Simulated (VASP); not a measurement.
Write the native input for VASP 6.6.1 that does the following.

```
Task                   : single point
Functional             : PBE
Potentials or basis    : VASP PAW PBE potentials, release 64 (Al, N)
Cutoff                 : 520 eV
k mesh                 : 10 × 10 × 10
Occupations            : gaussian, width 0.05 eV
Spin                   : no spin polarisation
Dipole correction      : no
Further INCAR settings : ALGO = Normal; EDIFF = 1e-06; NBANDS = 11
```

The structure of AlN lies in POSCAR:

```
AlN
1.0
   -0.1176232710      1.9220866305      1.9220866305
    1.9220866305     -0.1176232710      1.9220866305
    1.9220866305      1.9220866305     -0.1176232710
Al N
1 1
Direct
    0.5000000000      0.5000000000      0.5000000000
    0.0000000000      0.0000000000      0.0000000000
```

One way to write it, as run:

INCAR

```
PREC = Accurate ; ENCUT = 520
EDIFF = 1E-6 ; ISMEAR = 0
SIGMA = 0.05 ; LREAL = F
LASPH = T ; NELM = 60
ALGO = Normal ; ISIF = 2
LWAVE = F ; LCHARG = F
GGA = PE ; NBANDS = 11
```

KPOINTS

```
regular mesh
0
Gamma
  10 10 10
```

Potentials or basis: VASP PAW PBE potentials, release 64 (Al, N).

Command:

```console
$ cat potpaw_PBE.64/Al/POTCAR potpaw_PBE.64/N/POTCAR > POTCAR
$ mpirun -np 1 vasp_std > vasp.out
```

Results of the run:

```
Pressure               : 25.2 GPa
Band gap on the k mesh : 3.43 eV, indirect (least direct gap 5.50 eV)
```

Wall time 9 s on 1 thread of Intel(R) Xeon(R) Platinum 8488C (Sapphire Rapids), on a shared host, peak memory 0.13 GiB.
